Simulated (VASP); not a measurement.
# Ge (Fd-3m) in VASP: notebook

The runs below take Ge through single point, relaxation of cell and atoms, with PBEsol.

Program: VASP 6.6.1. These are calculated values, not measurements. Logs are shortened: lines on timing, memory, paths and dates and some standing lists are left out, and cuts for length are marked.

**Experimental background.**

“Electronic and optical properties of SixGe1-x-ySny alloys lattice-matched to Ge”, 2021, arxiv:2109.02782 reports, for a bulk crystal of Ge at 300 K: band gap 0.807 eV (direct).

The results are compared with them further down.

## (1) The cell of the first run

Symmetry: Fd-3m, No. 227, cubic system. Conventional cell: a = 5.676 Å, b = 5.676 Å, c = 5.676 Å, α = 90.00°, β = 90.00°, γ = 90.00°. Within 3.2 Å of Ge (site symmetry -43m) lie 4 Ge at 2.46 Å.

## (2) Single point, PBEsol

Input file INCAR:

```
PREC = Accurate
ENCUT = 520
EDIFF = 1E-6
ISMEAR = 0
SIGMA = 0.1
LREAL = False
LASPH = True
NELM = 80
ALGO = Normal
ISIF = 2
LWAVE = False
LCHARG = False
GGA = PS
NBANDS = 21
```

Input file KPOINTS:

```
regular mesh
0
Gamma
  14 14 14
```

Input file POSCAR:

```
Ge
1.0
    0.0000000000      2.8378823612      2.8378823612
    2.8378823612      0.0000000000      2.8378823612
    2.8378823612      2.8378823612      0.0000000000
Ge
2
Direct
    0.0000000000      0.0000000000      0.0000000000
    0.2500000000      0.2500000000      0.2500000000
```

Potentials or basis: VASP PAW PBE potentials, release 64 (Ge_d).

The run is started by

```console
$ cat potpaw_PBE.64/Ge_d/POTCAR > POTCAR
$ mpirun -np 1 vasp_std > vasp.out
```

OUTCAR:

```text
PREC = Accurate
   ENCUT = 520
   EDIFF = 1E-6
   ISMEAR = 0
   LREAL = False
   LASPH = True
   NELM = 80
   ISIF = 2
   GGA = PS

 ion  position               nearest neighbor table
   1  0.000  0.000  0.000-   2 2.46   2 2.46   2 2.46   2 2.46
   2  0.250  0.250  0.250-   1 2.46   1 2.46   1 2.46   1 2.46

  LATTYP: Found a face centered cubic cell.
 ALAT       =     5.6757647224

  Lattice vectors:

 A1 = (   0.0000000000,   2.8378823612,   2.8378823612)
 A2 = (   2.8378823612,   0.0000000000,   2.8378823612)
 A3 = (   2.8378823612,   2.8378823612,   0.0000000000)

Analysis of symmetry for initial positions (statically):
=====================================================================
 Subroutine PRICEL returns:
 Original cell was already a primitive cell.

 Routine SETGRP: Setting up the symmetry group for a
 face centered cubic supercell.

 Subroutine GETGRP returns: Found 48 space group operations
 (whereof 24 operations were pure point group operations)
 out of a pool of 48 trial point group operations.

The static configuration has the point symmetry T_d .
 The point group associated with its full space group is O_h .

Analysis of symmetry for dynamics (positions and initial velocities):
=====================================================================
 Subroutine PRICEL returns:
 Original cell was already a primitive cell.

 Routine SETGRP: Setting up the symmetry group for a
 face centered cubic supercell.

 Subroutine GETGRP returns: Found 48 space group operations
 (whereof 24 operations were pure point group operations)
 out of a pool of 48 trial point group operations.

The dynamic configuration has the point symmetry T_d .
 The point group associated with its full space group is O_h .

 Subroutine INISYM returns: Found 48 space group operations
 (whereof 24 operations are pure point group operations),
 and found     1 'primitive' translations

----------------------------------------------------------------------------------------

                                     Primitive cell

  volume of cell :      45.7102

  direct lattice vectors                    reciprocal lattice vectors
     0.000000000  2.837882361  2.837882361    -0.176187712  0.176187712  0.176187712
[... 80 lines left out ...]
   ISPIN  =      1    spin polarized calculation?
   LNONCOLLINEAR =      F non collinear calculations
   LSORBIT =      F    spin-orbit coupling
   LASPH  =      T    aspherical Exc in radial PAW
   ENCUT  =  520.0 eV  38.22 Ry    6.18 a.u.   7.46  7.46  7.46*2*pi/ulx,y,z
   NELM   =     80;   NELMIN=  2; NELMDL= -5     # of ELM steps
   EDIFF  = 0.1E-05   stopping-criterion for ELM
   LREAL  =      F    real-space projection
   EDIFFG = 0.1E-04   stopping-criterion for IOM
   NSW    =      0    number of steps for IOM
   IBRION =     -1    ionic relax: 0-MD 1-quasi-New 2-CG
   NFREE  =      0    steps in history (QN), initial steepest desc. (CG)
   ISIF   =      2    stress and relaxation
   ISYM   =      2    0-nonsym 1-usesym 2-fastsym
   POTIM  = 0.5000    time-step for ionic-motion
   TEBEG  =    0.0;   TEEND  =   0.0 temperature during run
   PSTRESS=    0.0 pullay stress
   NELECT =      28.0000    total number of electrons
   NUPDOWN=      -1.0000    fix difference up-down
   EMIN   =  10.00;   EMAX   =-10.00  energy-range for DOS
   EFERMI =   0.00;   METHOD = LEGACY
   ISMEAR =     0;   SIGMA  =   0.10  broadening in eV -4-tet -1-fermi 0-gaus
   EFERMI_NEDOS =   21; number of points for ismear=-14 and -15
   IALGO  =     38    algorithm
   IMIX   =      4    mixing-type and parameters
     AMIX     =   0.40;   BMIX     =  1.00
     AMIX_MAG =   1.60;   BMIX_MAG =  1.00
  volume/ion in A,a.u.               =      22.86       154.23
  Fermi-wavevector in a.u.,A,eV,Ry     =   1.390347  2.627374 26.300933  1.933064
  Thomas-Fermi vector in A             =   2.514291
   LORBIT       =      0    0 simple, 1 ext, 2 COOP (PROOUT), +10 PAW based schemes
   GGA     = PS    functional components
   LHFCALC =     F    Hartree Fock is set to
   AEXX    =    0.0000 exact exchange contribution
   IVDW    =     0    specifies the selected vdW correction
   LEPSILON=     F    determine dielectric tensor
   LRPA    =     F    only Hartree local field effects (RPA)
 non-spin polarized calculation
 Gauss-broadening in eV      SIGMA  =   0.10
  energy-cutoff  :      520.00
  volume of cell :       45.71
 maximum number of plane-waves:      1248
 NGX is ok and might be reduce to    30

 number of electron      28.0000014 magnetization

 Free energy of the ion-electron system (eV)
  ---------------------------------------------------
  ext. energy  EPLUGINS =         0.00000000
  ---------------------------------------------------
  free energy    TOTEN  =        -9.87459441 eV

  energy without entropy =       -9.87436030  energy(sigma->0) =       -9.87447735

 E-fermi :   4.7867     XC(G=0): -10.0840

 val. band max:        4.7689786858   @ k =   0.0000   0.0000   0.0000
 cond. band min:       4.8628786506   @ k =   0.5000   0.0000   0.0000
 fundamental gap:      0.0938999648
 Fermi energy:         4.7867342077

 k-point     1 :       0.0000    0.0000    0.0000
  band No.  band energies     occupation
      1     -19.9798      2.00000
      2     -19.9798      2.00000
      3     -19.9798      2.00000
      4     -19.9439      2.00000
      5     -19.9439      2.00000
      6     -19.7369      2.00000
[... 565 lines left out ...]
     20      13.9191      0.00000
     21      14.5085      0.00000

 [... further k-points ...]

------------------------ aborting loop because EDIFF is reached ----------------------------------------

  FORCE on cell =-STRESS in cart. coord.  units (eV):
  Direction    XX          YY          ZZ          XY          YZ          ZX
  --------------------------------------------------------------------------------------
  -------------------------------------------------------------------------------------
  Total       -0.1178487     -0.1178487     -0.1178487      0.0000000      0.0000000      0.0000000
  in kB       -4.1306873     -4.1306873     -4.1306873      0.0000000      0.0000000      0.0000000
  external PRESSURE =      -4.1306873 kB  Pullay stress =       0.0000000 kB

 VOLUME and BASIS-vectors are now :
 -----------------------------------------------------------------------------
  energy-cutoff  :      520.00
  volume of cell :       45.71
      direct lattice vectors                 reciprocal lattice vectors
     0.000000000  2.837882361  2.837882361    -0.176187712  0.176187712  0.176187712
     2.837882361  0.000000000  2.837882361     0.176187712 -0.176187712  0.176187712
     2.837882361  2.837882361  0.000000000     0.176187712  0.176187712 -0.176187712

 POSITION                                       TOTAL-FORCE (eV/Angst)
 -----------------------------------------------------------------------------------
      0.00000      0.00000      0.00000        -0.000000     -0.000000     -0.000000
      1.41894      1.41894      1.41894         0.000000      0.000000      0.000000
 -----------------------------------------------------------------------------------
    total drift:                                0.000000      0.000000      0.000000

  FREE ENERGIE OF THE ION-ELECTRON SYSTEM (eV)
  ---------------------------------------------------
  free  energy   TOTEN  =        -9.8745944051 eV

  energy  without entropy=       -9.8743603008  energy(sigma->0) =       -9.87447735
```

OSZICAR:

```text
N       E                     dE             d eps       ncg     rms          rms(c)
DAV:   1     0.188956654917E+03    0.18896E+03   -0.14562E+04  4886   0.362E+03
DAV:   2     0.178534845211E+02   -0.17110E+03   -0.16564E+03  4393   0.621E+02
DAV:   3    -0.908547947769E+01   -0.26939E+02   -0.26782E+02  5003   0.143E+02
DAV:   4    -0.100069439171E+02   -0.92146E+00   -0.92100E+00  4898   0.310E+01
DAV:   5    -0.100224441994E+02   -0.15500E-01   -0.15500E-01  5028   0.444E+00    0.321E+00
DAV:   6    -0.992177411584E+01    0.10067E+00   -0.34793E-02  5826   0.225E+00    0.183E+00
DAV:   7    -0.987350956919E+01    0.48265E-01   -0.57981E-02  4776   0.244E+00    0.158E-01
DAV:   8    -0.987451187089E+01   -0.10023E-02   -0.69577E-03  4999   0.120E+00    0.459E-02
DAV:   9    -0.987457251401E+01   -0.60643E-04   -0.30323E-04  5700   0.291E-01    0.142E-02
DAV:  10    -0.987459380307E+01   -0.21289E-04   -0.28030E-05  4813   0.430E-02    0.517E-03
DAV:  11    -0.987459440505E+01   -0.60198E-06   -0.67275E-06  6050   0.440E-02
   1 F= -.98745944E+01 E0= -.98744774E+01  d E =-.234104E-03
```

stdout:

```text
POSCAR found type information on POSCAR Ge
 POSCAR found :  1 types and       2 ions
 scaLAPACK will be used
 -----------------------------------------------------------------------------
|                                                                             |
|                                                                             |
|     You enforced a specific xc type in the INCAR file but a different       |
|     I HOPE YOU KNOW WHAT YOU ARE DOING!                                     |
|                                                                             |
 -----------------------------------------------------------------------------

 LDA part: xc-table for (Slater+PW92), standard interpolation
 POSCAR, INCAR and KPOINTS ok, starting setup
 FFT: planning ... GRIDC
 FFT: planning ... GRID_SOFT
 FFT: planning ... GRID
 WAVECAR not read
 entering main loop
```

It took 2.6 min on 1 thread of Intel Xeon 8259CL, shared host; peak memory 0.21 GiB.

Results:

```
Free energy            : -9.8746 eV
Pressure               : -0.4 GPa
Band gap on the k mesh : zero (filled and empty bands touch)
```

Caveat: semilocal functionals underestimate gaps, and a narrow one can read as zero; the PAW data sets were made with another functional, which shifts forces and pressure a little.

## (3) Relaxation of cell and atoms, PBEsol

This run uses another cell than the first one, of 22.64 Å³/atom.

Input file INCAR:

```
ALGO = Normal ; EDIFF = 1E-6
EDIFFG = -0.005 ; ENCUT = 600
GGA = PS ; IBRION = 2
ISIF = 3 ; ISMEAR = 0
LASPH = T ; LCHARG = F
LREAL = F ; LWAVE = F
NELM = 80 ; NSW = 100
PREC = Accurate ; SIGMA = 0.1
```

Input file KPOINTS:

```
k-points
0
Gamma
  14 14 14
```

Input file POSCAR:

```
Ge
1.0
    0.0000000000      2.8289100000      2.8289100000
    2.8289100000      0.0000000000      2.8289100000
    2.8289100000      2.8289100000      0.0000000000
Ge
2
Direct
    0.0000000000      0.0000000000      0.0000000000
    0.2500000000      0.2500000000      0.2500000000
```

Potentials or basis: VASP PAW PBE potentials, release 64 (Ge_d).

The run is started by

```console
$ cat potpaw_PBE.64/Ge_d/POTCAR > POTCAR
$ mpirun -np 1 vasp_std > vasp.out
```

It took 3.8 min on 1 thread of Intel Xeon 8259CL, shared host; peak memory 0.24 GiB.

Results (log left out):

```
Free energy                           : -9.8747 eV
Relaxed volume                        : 22.85 Å³/atom
Relaxed cell                          : a = 4.013 Å, b = 4.013 Å, c = 4.013 Å, α = 60.00°, β = 60.00°, γ = 60.00°
Space group after relaxing (to 0.1 Å) : Fd-3m (No. 227)
Energy gained by relaxing             : 0.4 meV/atom
Ionic steps                           : 3
Pressure after relaxing               : 0.0 GPa
Band gap on the k mesh                : zero (filled and empty bands touch)
```

The path:
```csv
step,energy change (eV),largest force (eV/Å),pressure (GPa),volume (Å³)
1,0.0000,0.0000,0.59,45.28
2,-0.0007,0.0000,-0.10,45.83
3,-0.0007,0.0000,-0.03,45.70
```

Final structure:
```
CELL_PARAMETERS angstrom
0.00000 2.83774 2.83774
2.83774 0.00000 2.83774
2.83774 2.83774 0.00000
ATOMIC_POSITIONS crystal
Ge 0.00000 0.00000 0.00000
Ge 0.25000 0.25000 0.25000
```

Levels at points of the mesh, in eV from the Fermi level:
| k point | band 12 | band 13 | band 14 | band 15 | band 16 | band 17 |
| --- | --- | --- | --- | --- | --- | --- |
| (0.00, 0.00, 0.00) | -0.11 | -0.02 | -0.02 | -0.02 | 2.51 | 2.51 |
| (0.50, 0.00, 0.00) | -7.60 | -1.41 | -1.41 | 0.08 | 3.69 | 3.69 |
| (0.50, 0.50, 0.00) | -8.88 | -3.07 | -3.07 | 0.66 | 0.66 | 9.40 |

Caveat: semilocal functionals underestimate gaps, and a narrow one can read as zero; the PAW data sets were made with another functional, which shifts forces and pressure a little.

## (4) Single point, PBEsol

This run uses another cell than the first one, of the same volume but with other edges.

Input file INCAR:

```
SYSTEM = Ge
ALGO     = Normal         ! electronic algorithm
EDIFF    = 1E-6           ! SCF threshold, eV
ENCUT    = 520            ! plane-wave cutoff, eV
GGA      = PS             ! functional
ISIF     = 2              ! what is computed and relaxed
ISMEAR   = 0              ! smearing method
ISYM     = 0            
LASPH    = .TRUE.         ! aspherical terms in the spheres
LCHARG   = .FALSE.        ! write CHGCAR
LREAL    = .FALSE.        ! projectors in reciprocal space
LWAVE    = .FALSE.        ! write WAVECAR
NBANDS   = 21             ! bands
NELM     = 80             ! most SCF steps
PREC     = Accurate       ! precision mode
SIGMA    = 0.1            ! smearing width, eV
```

Input file KPOINTS:

```
k-points
0
G
  9 6 17
  0 0 0
```

Input file POSCAR:

```
Ge
1.0
    4.0133717236      0.0000000000      0.0000000000
    0.0000000000      5.6757647224      0.0000000000
    2.0066858618      2.8378823612      2.0066858618
Ge
2
Direct
    0.0000000000      0.0000000000      0.0000000000
    0.5000000000      0.2500000000      0.0000000000
```

The run is started by

```console
$ cat potpaw_PBE.64/Ge_d/POTCAR > POTCAR
$ mpirun -np 1 vasp_std > vasp.out
```

It took 14 min on 1 thread of Intel Xeon 8259CL, shared host; peak memory 0.45 GiB.

It converged, with:

```yaml
Free_energy: -9.8735 eV
Pressure: -0.2 GPa
Band_gap_on_the_k_mesh: zero (filled and empty bands touch)
```

Levels at points of the mesh, in eV from the Fermi level:
```csv
k point,band 10,band 11,band 12,band 13,band 14,band 15,band 16,band 17,band 18,band 19
"(0.00, 0.00, 0.00)",-24.53,-12.76,-0.13,-0.03,-0.03,-0.03,2.49,2.49,2.49,6.16
"(0.00, 0.50, 0.00)",-24.50,-10.68,-7.62,-1.43,-1.43,0.06,3.67,3.67,6.93,10.33
```

Caveat: semilocal functionals underestimate gaps, and a narrow one can read as zero; the PAW data sets were made with another functional, which shifts forces and pressure a little.

## (5) Summary

| task | cell | k mesh | cutoff (eV) | gap on the mesh (eV) | pressure (GPa) |
| --- | --- | --- | --- | --- | --- |
| single point | a = 4.013 Å, angles 60.0°, 2 atoms, atomic positions A | 14 × 14 × 14 | 520 | none | -0.4 |
| relaxation of cell and atoms | relaxed from a = 4.001 Å, angles 60.0°, 2 atoms, atomic positions A | 14 × 14 × 14 | 600 | none | 0.0 |
| single point | a = 4.013, b = 5.676 Å, angles 45.0, 60.0, 90.0°, 2 atoms, atomic positions B | 9 × 6 × 17 | 520 | none | -0.2 |

Alike in all rows: level PBEsol; potentials or basis VASP PAW PBE potentials, release 64 (Ge_d); no spin polarisation; smearing gaussian 0.1 eV.

Caveats: semilocal functionals underestimate gaps, and a narrow one can read as zero; the PAW data sets were made with another functional, which shifts forces and pressure a little.

Absolute energies hang on the potentials; compare differences alone.

## (6) How close it comes

Step 2. A measured gap of Ge is 0.807 eV (direct; 300 K; “Electronic and optical properties of SixGe1-x-ySny alloys lattice-matched to Ge”, 2021, arxiv:2109.02782); the calculated 0.00 eV misses it by -0.81 eV. 3 values of this kind are on record (0.666 to 0.807 eV); this one was drawn at random among those near their median. Spin-orbit coupling on Ge is left out. The value is that of PBEsol on a finite k mesh, which can miss the band edges, without temperature or zero-point motion. Semilocal functionals fall short of measured gaps as a rule.

Step 4. A measured gap of Ge is 0.807 eV (direct; 300 K; “Electronic and optical properties of SixGe1-x-ySny alloys lattice-matched to Ge”, 2021, arxiv:2109.02782); the calculated 0.00 eV misses it by -0.81 eV. 3 values of this kind are on record (0.666 to 0.807 eV); this one was drawn at random among those near their median. Spin-orbit coupling on Ge is left out. The value is that of PBEsol on a finite k mesh, which can miss the band edges, without temperature or zero-point motion. Semilocal functionals fall short of measured gaps as a rule.

The gap in the log of VASP goes by the Fermi energy; the results here count the filled bands.